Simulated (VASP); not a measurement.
Wanted: the native input for a VASP 6.6.1 run.

```yaml
Task: single point
Functional: r2SCAN
Potentials_or_basis: VASP PAW PBE potentials, release 64 (In_d)
Cutoff: 550 eV
k_mesh: 6 × 6 × 6
Occupations: fermi-dirac, width 0.05 eV
Spin: no spin polarisation
Dipole_correction: no
Further_INCAR_settings: ALGO = Normal; EDIFF = 1e-06; NBANDS = 20
```

In:

```
CELL_PARAMETERS angstrom
0.00000 2.97107 2.97107
2.97107 0.00000 2.97107
2.97107 2.97107 0.00000
ATOMIC_POSITIONS crystal
In 0.00000 0.00000 0.00000
In 0.25000 0.25000 0.25000
```

This isn't the form of In at room conditions, which is tetragonal.

These files were run (other wordings do the same):

POSCAR

```
In
1.0
    0.0000000000      2.9710659893      2.9710659893
    2.9710659893      0.0000000000      2.9710659893
    2.9710659893      2.9710659893      0.0000000000
In
2
Direct
    1.0000000000      1.0000000000      1.0000000000
    0.2500000000      0.2500000000      0.2500000000
```

INCAR.step1

```
SYSTEM = In
PREC = Accurate ; ENCUT = 550
ISMEAR = -1 ; SIGMA = 0.05
LREAL = .FALSE. ; LASPH = .TRUE.
NELM = 120 ; NBANDS = 20
GGA = PE ; ALGO = Normal
EDIFF = 1E-5 ; LWAVE = .TRUE.
LCHARG = .FALSE. ; GGA_COMPAT = .FALSE.
```

INCAR.step2

```
SYSTEM = In
PREC = Accurate ; ENCUT = 550
EDIFF = 1E-6 ; ISMEAR = -1
SIGMA = 0.05 ; LREAL = .FALSE.
LASPH = .TRUE. ; NELM = 120
ALGO = Normal ; ISIF = 2
LWAVE = .FALSE. ; LCHARG = .FALSE.
METAGGA = R2SCAN ; LMIXTAU = .TRUE.
NBANDS = 20 ; ISTART = 1
GGA_COMPAT = .FALSE.
```

KPOINTS

```
regular mesh
0
G
  6 6 6
  0 0 0
```

Potentials or basis: VASP PAW PBE potentials, release 64 (In_d).

Launch:

```console
$ cat potpaw_PBE.64/In_d/POTCAR > POTCAR
$ cp INCAR.step1 INCAR
$ mpirun -np 1 vasp_std > vasp.out
$ cp INCAR.step2 INCAR
$ mpirun -np 1 vasp_std > vasp.out
```

Results of the run:

| Quantity | Value |
| --- | --- |
| Pressure | 20.2 GPa |
| Band gap on the k mesh | zero (bands 13 and 14 overlap by 5.34 eV) |

Caveat: the cell stands under pressure; the PAW data sets were made with another functional, which shifts forces and pressure a little; spin-orbit coupling is left out, which moves the levels of the heavy elements.

Run time: 41 s on 1 thread of AMD EPYC 9R45 96-Core Processor (Zen 5), on a shared host, peak memory 0.15 GiB.
